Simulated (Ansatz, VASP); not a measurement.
Two plane-wave programs on Co

```xyz
2
Lattice="2.5074 0.0000 0.0000 -1.2537 2.1715 0.0000 0.0000 0.0000 4.0699" Properties=species:S:1:pos:R:3 pbc="T T T"
Co    0.0000    1.4476    1.0175
Co    1.2537    0.7238    3.0524
```

Alike in both runs: task single point; functional PBE; k mesh 18 × 18 × 10; occupations gaussian, width 0.05 eV; collinear spin.

|  | VASP | Ansatz |
| --- | --- | --- |
| version | VASP 6.6.1 | Ansatz 0.2.0 |
| potentials or method | VASP PAW PBE potentials, release 64 (Co), cutoff 520 eV | scalar-relativistic, plane waves, PAW |
| valence electrons in the cell | 18 | 34 |

Ansatz gave:

* pressure (GPa): -4.4
* traceless stress, the component that is largest in VASP (GPa): -0.48
* net moment per atom (μB): 1.61
* size of the moment on the site where the two differ most (μB): 1.69

Problem. What did VASP give for the same quantities?

Solution. Pressure (GPa): -5.1; traceless stress, the component that is largest in VASP (GPa): -0.54; net moment per atom (μB): 1.60; size of the moment on the site where the two differ most (μB): 1.63.

Site moments also hang on the region over which each program counts them. With one functional, cell and mesh, what is left measures potentials, basis and numerics. VASP's potentials hold 18 valence electrons a cell and Ansatz's 34, so a difference there can come from the potentials and not from the codes.
